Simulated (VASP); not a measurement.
# Li (Im-3m) in VASP: a series of runs

The runs below take Li through electric field gradients, with LDA.

All numbers are computed with VASP 6.6.1; they aren't measurements. Logs are shortened: lines on timing, memory, paths and dates and some standing lists are left out, and cuts for length are marked.

## (1) The cell of the first run

It takes space group Im-3m (No. 229, cubic). Conventional cell: a = 3.512 Å, b = 3.512 Å, c = 3.512 Å, α = 90.00°, β = 90.00°, γ = 90.00°. Within 4.0 Å of Li (site symmetry m-3m) lie 14 Li at 3.04 to 3.51 Å.

## (2) Electric field gradients, LDA (21.65 Å³/atom)

File INCAR:

```
SYSTEM = Li
ALGO = Normal
EDIFF = 1E-8
ENCUT = 520
ISIF = 2
ISMEAR = -1
LASPH = .TRUE.
LCHARG = .FALSE.
LEFG = .TRUE.
LREAL = .FALSE.
LWAVE = .FALSE.
NBANDS = 8
NELM = 100
PREC = Accurate
SIGMA = 0.05
```

File KPOINTS:

```
k-points
0
G
  13 13 13
  0 0 0
```

File POSCAR:

```
Li
1.0
   -1.7558139962      1.7558139962      1.7558139962
    1.7558139962     -1.7558139962      1.7558139962
    1.7558139962      1.7558139962     -1.7558139962
Li
1
Direct
    0.0000000000      0.0000000000      0.0000000000
```

Potentials or basis: VASP PAW LDA potentials, release 64 (Li_sv).

Launch:

```bash
$ cat potpaw_LDA.64/Li_sv/POTCAR > POTCAR
$ mpirun -np 1 vasp_std > vasp.out
```

OUTCAR:

```text
SYSTEM = Li
   EDIFF = 1E-8
   ENCUT = 520
   ISIF = 2
   ISMEAR = -1
   LASPH = .TRUE.
   LREAL = .FALSE.
   NELM = 100
   PREC = Accurate

 ion  position               nearest neighbor table
   1  0.000  0.000  0.000-

  LATTYP: Found a body centered cubic cell.
 ALAT       =     3.5116279924

  Lattice vectors:

 A1 = (  -1.7558139962,   1.7558139962,   1.7558139962)
 A2 = (   1.7558139962,  -1.7558139962,   1.7558139962)
 A3 = (   1.7558139962,   1.7558139962,  -1.7558139962)

Analysis of symmetry for initial positions (statically):
=====================================================================
 Subroutine PRICEL returns:
 Original cell was already a primitive cell.

 Routine SETGRP: Setting up the symmetry group for a
 body centered cubic supercell.

 Subroutine GETGRP returns: Found 48 space group operations
 (whereof 48 operations were pure point group operations)
 out of a pool of 48 trial point group operations.

The static configuration has the point symmetry O_h .

Analysis of symmetry for dynamics (positions and initial velocities):
=====================================================================
 Subroutine PRICEL returns:
 Original cell was already a primitive cell.

 Routine SETGRP: Setting up the symmetry group for a
 body centered cubic supercell.

 Subroutine GETGRP returns: Found 48 space group operations
 (whereof 48 operations were pure point group operations)
 out of a pool of 48 trial point group operations.

The dynamic configuration has the point symmetry O_h .

 Subroutine INISYM returns: Found 48 space group operations
 (whereof 48 operations are pure point group operations),
 and found     1 'primitive' translations

----------------------------------------------------------------------------------------

                                     Primitive cell

  volume of cell :      21.6519

  direct lattice vectors                    reciprocal lattice vectors
    -1.755813996  1.755813996  1.755813996     0.000000000  0.284768205  0.284768205
     1.755813996 -1.755813996  1.755813996     0.284768205  0.000000000  0.284768205
     1.755813996  1.755813996 -1.755813996     0.284768205  0.284768205  0.000000000

  length of vectors
     3.041159050  3.041159050  3.041159050     0.402723058  0.402723058  0.402723058

  position of ions in fractional coordinates (direct lattice)
     0.000000000  0.000000000  0.000000000

  ion indices of the primitive-cell ions
   primitive index   ion index
                 1           1

----------------------------------------------------------------------------------------

 KPOINTS: k-points

Automatic generation of k-mesh.
 Grid dimensions read from file:
 generate k-points for:   13   13   13

 Generating k-lattice:

  Cartesian coordinates                     Fractional coordinates (reciprocal lattice)
     0.000000000  0.021905247  0.021905247     0.076923077  0.000000000  0.000000000
     0.021905247  0.000000000  0.021905247     0.000000000  0.076923077  0.000000000
     0.021905247  0.021905247  0.000000000     0.000000000  0.000000000  0.076923077

  Length of vectors
     0.030978697  0.030978697  0.030978697

  Shift w.r.t. Gamma in fractional coordinates (k-lattice)
     0.000000000  0.000000000  0.000000000

 Subroutine IBZKPT returns following result:
 ===========================================

 Found     84 irreducible k-points:

 Following reciprocal coordinates:
            Coordinates               Weight
  0.000000  0.000000  0.000000      1.000000
  0.076923  0.000000  0.000000     12.000000
  0.153846  0.000000  0.000000     12.000000
  0.230769  0.000000  0.000000     12.000000
  0.307692  0.000000  0.000000     12.000000
  0.384615  0.000000  0.000000     12.000000
[... 16 lines left out ...]
  0.153846  0.076923  0.076923     24.000000
  0.230769  0.076923  0.076923     24.000000
 [... further k-points ...]
   k-points           NKPTS =     84   k-points in BZ     NKDIM =     84   number of bands    NBANDS=      8
   number of dos      NEDOS =    301   number of ions     NIONS =      1
   total plane-waves  NPLWV =  13824
   dimension x,y,z NGX =    24 NGY =   24 NGZ =   24
   dimension x,y,z NGXF=    48 NGYF=   48 NGZF=   48
   ions per type =               1
   NGX,Y,Z   is equivalent  to a cutoff of  13.12, 13.12, 13.12 a.u.
   NGXF,Y,Z  is equivalent  to a cutoff of  26.24, 26.24, 26.24 a.u.
 SYSTEM =  Li
   PREC   = accura    normal or accurate (medium, high low for compatibility)
   ISTART =      0    job   : 0-new  1-cont  2-samecut
   ICHARG =      2    charge: 1-file 2-atom 10-const
   ISPIN  =      1    spin polarized calculation?
   LNONCOLLINEAR =      F non collinear calculations
   LSORBIT =      F    spin-orbit coupling
   LASPH  =      T    aspherical Exc in radial PAW
   ENCUT  =  520.0 eV  38.22 Ry    6.18 a.u.   5.65  5.65  5.65*2*pi/ulx,y,z
   NELM   =    100;   NELMIN=  2; NELMDL= -5     # of ELM steps
   EDIFF  = 0.1E-07   stopping-criterion for ELM
   LREAL  =      F    real-space projection
   EDIFFG = 0.1E-06   stopping-criterion for IOM
   NSW    =      0    number of steps for IOM
   IBRION =     -1    ionic relax: 0-MD 1-quasi-New 2-CG
   NFREE  =      0    steps in history (QN), initial steepest desc. (CG)
   ISIF   =      2    stress and relaxation
   ISYM   =      2    0-nonsym 1-usesym 2-fastsym
   POTIM  = 0.5000    time-step for ionic-motion
   TEBEG  =    0.0;   TEEND  =   0.0 temperature during run
   PSTRESS=    0.0 pullay stress
   NELECT =       3.0000    total number of electrons
   NUPDOWN=      -1.0000    fix difference up-down
   EMIN   =  10.00;   EMAX   =-10.00  energy-range for DOS
   EFERMI =   0.00;   METHOD = LEGACY
   ISMEAR =    -1;   SIGMA  =   0.05  broadening in eV -4-tet -1-fermi 0-gaus
   EFERMI_NEDOS =   21; number of points for ismear=-14 and -15
   IALGO  =     38    algorithm
   IMIX   =      4    mixing-type and parameters
     AMIX     =   0.40;   BMIX     =  1.00
     AMIX_MAG =   1.60;   BMIX_MAG =  1.00
  volume/ion in A,a.u.               =      21.65       146.11
  Fermi-wavevector in a.u.,A,eV,Ry     =   0.847130  1.600844  9.763939  0.717629
  Thomas-Fermi vector in A             =   1.962587
   LORBIT       =      0    0 simple, 1 ext, 2 COOP (PROOUT), +10 PAW based schemes
   GGA     = CA    functional components
   LHFCALC =     F    Hartree Fock is set to
   AEXX    =    0.0000 exact exchange contribution
   IVDW    =     0    specifies the selected vdW correction
   LEPSILON=     F    determine dielectric tensor
   LRPA    =     F    only Hartree local field effects (RPA)
 non-spin polarized calculation
  energy-cutoff  :      520.00
  volume of cell :       21.65
 maximum number of plane-waves:       603
   NGX = 11   NGY = 11   NGZ = 11

 number of electron       2.9999992 magnetization

 Free energy of the ion-electron system (eV)
  ---------------------------------------------------
  ext. energy  EPLUGINS =         0.00000000
  ---------------------------------------------------
  free energy    TOTEN  =        -2.03327832 eV

  energy without entropy =       -2.02944121  energy(sigma->0) =       -2.03135977

 E-fermi :   0.4793     XC(G=0):  -6.9798

 val. band max:        0.4495039608   @ k =  -0.3846   0.4615   0.0769
 cond. band min:       0.4997682397   @ k =   0.4615   0.0000   0.0000
 fundamental gap:      0.0502642788
 Fermi energy:         0.4792785367

 k-point     1 :       0.0000    0.0000    0.0000
  band No.  band energies     occupation
      1     -45.3269      2.00000
      2      -2.9914      2.00000
      3      14.0995      0.00000
      4      14.0995      0.00000
      5      14.0995      0.00000
      6      18.9794      0.00000
      7      18.9794      0.00000
      8      18.9794      0.00000

 k-point     2 :       0.0769    0.0000    0.0000
  band No.  band energies     occupation
      1     -45.3259      2.00000
      2      -2.8836      2.00000
      3      13.4239      0.00000
      4      13.6129      0.00000
      5      13.9311      0.00000
      6      17.6076      0.00000
      7      17.8125      0.00000
      8      19.1647      0.00000
[... 221 lines left out ...]
 k-point    23 :       0.1538    0.0769    0.0769
  band No.  band energies     occupation
      1     -45.3184      2.00000
      2      -1.8074      2.00000
      3       9.3424      0.00000
      4      10.7042      0.00000
      5      10.8974      0.00000
      6      17.0588      0.00000
      7      17.2449      0.00000
      8      20.2253      0.00000

 k-point    24 :       0.2308    0.0769    0.0769
  band No.  band energies     occupation
      1     -45.3148      2.00000
      2      -1.0590      2.00000
      3       7.1346      0.00000
      4       9.9500      0.00000
      5      10.2859      0.00000
      6      16.8888      0.00000
      7      17.4605      0.00000
      8      20.5023      0.00000

 [... further k-points ...]

------------------------ aborting loop because EDIFF is reached ----------------------------------------

  FORCE on cell =-STRESS in cart. coord.  units (eV):
  Direction    XX          YY          ZZ          XY          YZ          ZX
  --------------------------------------------------------------------------------------
  -------------------------------------------------------------------------------------
  Total       -0.2274488     -0.2274488     -0.2274488     -0.0000000     -0.0000000      0.0000000
  in kB      -16.8305669    -16.8305669    -16.8305669     -0.0000000     -0.0000000      0.0000000
  external PRESSURE =     -16.8305669 kB  Pullay stress =       0.0000000 kB

 VOLUME and BASIS-vectors are now :
 -----------------------------------------------------------------------------
  energy-cutoff  :      520.00
  volume of cell :       21.65
      direct lattice vectors                 reciprocal lattice vectors
    -1.755813996  1.755813996  1.755813996     0.000000000  0.284768205  0.284768205
     1.755813996 -1.755813996  1.755813996     0.284768205  0.000000000  0.284768205
     1.755813996  1.755813996 -1.755813996     0.284768205  0.284768205  0.000000000

 POSITION                                       TOTAL-FORCE (eV/Angst)
 -----------------------------------------------------------------------------------
      0.00000      0.00000      0.00000         0.000000     -0.000000     -0.000000
 -----------------------------------------------------------------------------------
    total drift:                                0.000000      0.000000     -0.000000

  FREE ENERGIE OF THE ION-ELECTRON SYSTEM (eV)
  ---------------------------------------------------
  free  energy   TOTEN  =        -2.0332783221 eV

  energy  without entropy=       -2.0294412129  energy(sigma->0) =       -2.03135977

 Electric field gradients (V/A^2)
---------------------------------------------------------------------
 ion       V_xx      V_yy      V_zz      V_xy      V_xz      V_yz
---------------------------------------------------------------------
   1       0.000    -0.000    -0.000     0.003     0.003     0.003
---------------------------------------------------------------------

 Electric field gradients after diagonalization (V/A^2)
 (convention: |V_zz| > |V_xx| > |V_yy|)
----------------------------------------------------------------------
 ion       V_xx      V_yy      V_zz     asymmetry (V_yy - V_xx)/ V_zz
----------------------------------------------------------------------
   1      -0.003    -0.003     0.006       0.000
----------------------------------------------------------------------

           NMR quadrupolar parameters

 Cq : quadrupolar parameter    Cq=e*Q*V_zz/h
 eta: asymmetry parameters     (V_yy - V_xx)/ V_zz
 Q  : nuclear electric quadrupole moment in mb (millibarn)
----------------------------------------------------------------------
 ion       Cq(MHz)       eta       Q (mb)
----------------------------------------------------------------------
   1       0.000       0.000       1.000
----------------------------------------------------------------------
```

Run time: 12 s. Hardware: 1 thread of Intel Xeon Platinum 8375C at 2.90GHz (Ice Lake), shared host; peak memory 0.11 GiB.

What came out:

- Free energy: -2.0333 eV
- Band gap on the k mesh: zero (an odd number of electrons rules out a gap without spin polarisation)
- Largest electric field gradient by atom: zero within the noise of the run

Levels at points of the mesh, in eV from the Fermi level:
```tsv
k point	band 1	band 2	band 3	band 4
(0.00, 0.00, 0.00)	-45.81	-3.47	13.62	13.62
```

Caveat: the cutoff is under 1.25 times the usual one of these potentials, so pressure, stress and relaxed cells hold a basis-set (Pulay) error.

## (3) Electric field gradients, LDA (21.65 Å³/atom)

File INCAR:

```
PREC = Accurate
ENCUT = 520
EDIFF = 1E-8
ISMEAR = -1
SIGMA = 0.05
LREAL = False
LASPH = True
NELM = 80
ALGO = Normal
ISIF = 2
LWAVE = False
LCHARG = False
GGA = CA
LEFG = True
NBANDS = 8
```

File KPOINTS:

```
regular mesh
0
Gamma
  13 13 13
```

POSCAR is that of step 2.

Potentials or basis: VASP PAW LDA potentials, release 64 (Li_sv).

Launch:

```bash
$ cat potpaw_LDA.64/Li_sv/POTCAR > POTCAR
$ mpirun -np 1 vasp_std > vasp.out
```

OUTCAR:

```text
PREC = Accurate
   ENCUT = 520
   EDIFF = 1E-8
   ISMEAR = -1
   LREAL = False
   LASPH = True
   NELM = 80
   ISIF = 2
   GGA = CA

 ion  position               nearest neighbor table
   1  0.000  0.000  0.000-

  LATTYP: Found a body centered cubic cell.
 ALAT       =     3.5116279924

  Lattice vectors:

 A1 = (  -1.7558139962,   1.7558139962,   1.7558139962)
 A2 = (   1.7558139962,  -1.7558139962,   1.7558139962)
 A3 = (   1.7558139962,   1.7558139962,  -1.7558139962)

Analysis of symmetry for initial positions (statically):
=====================================================================
 Subroutine PRICEL returns:
 Original cell was already a primitive cell.

 Routine SETGRP: Setting up the symmetry group for a
 body centered cubic supercell.

 Subroutine GETGRP returns: Found 48 space group operations
[... 443 lines left out ...]
  external PRESSURE =     -16.8305669 kB  Pullay stress =       0.0000000 kB

 VOLUME and BASIS-vectors are now :
 -----------------------------------------------------------------------------
  energy-cutoff  :      520.00
  volume of cell :       21.65
      direct lattice vectors                 reciprocal lattice vectors
    -1.755813996  1.755813996  1.755813996     0.000000000  0.284768205  0.284768205
     1.755813996 -1.755813996  1.755813996     0.284768205  0.000000000  0.284768205
     1.755813996  1.755813996 -1.755813996     0.284768205  0.284768205  0.000000000

 POSITION                                       TOTAL-FORCE (eV/Angst)
 -----------------------------------------------------------------------------------
      0.00000      0.00000      0.00000         0.000000     -0.000000     -0.000000
 -----------------------------------------------------------------------------------
    total drift:                                0.000000      0.000000     -0.000000

  FREE ENERGIE OF THE ION-ELECTRON SYSTEM (eV)
  ---------------------------------------------------
  free  energy   TOTEN  =        -2.0332783221 eV

  energy  without entropy=       -2.0294412129  energy(sigma->0) =       -2.03135977

 Electric field gradients (V/A^2)
---------------------------------------------------------------------
 ion       V_xx      V_yy      V_zz      V_xy      V_xz      V_yz
---------------------------------------------------------------------
   1       0.000    -0.000    -0.000     0.003     0.003     0.003
---------------------------------------------------------------------

 Electric field gradients after diagonalization (V/A^2)
 (convention: |V_zz| > |V_xx| > |V_yy|)
----------------------------------------------------------------------
 ion       V_xx      V_yy      V_zz     asymmetry (V_yy - V_xx)/ V_zz
----------------------------------------------------------------------
   1      -0.003    -0.003     0.006       0.000
----------------------------------------------------------------------

           NMR quadrupolar parameters

 Cq : quadrupolar parameter    Cq=e*Q*V_zz/h
 eta: asymmetry parameters     (V_yy - V_xx)/ V_zz
 Q  : nuclear electric quadrupole moment in mb (millibarn)
----------------------------------------------------------------------
 ion       Cq(MHz)       eta       Q (mb)
----------------------------------------------------------------------
   1       0.000       0.000       1.000
----------------------------------------------------------------------
```

It took 12 s on 1 thread of Intel Xeon Platinum 8375C at 2.90GHz (Ice Lake), shared host; peak memory 0.12 GiB.

Results:

* Free energy: -2.0333 eV
* Band gap on the k mesh: zero (an odd number of electrons rules out a gap without spin polarisation)
* Largest electric field gradient by atom: zero within the noise of the run

Caveat: the cutoff is under 1.25 times the usual one of these potentials, so pressure, stress and relaxed cells hold a basis-set (Pulay) error.

(Continued in part 2 of 2.)
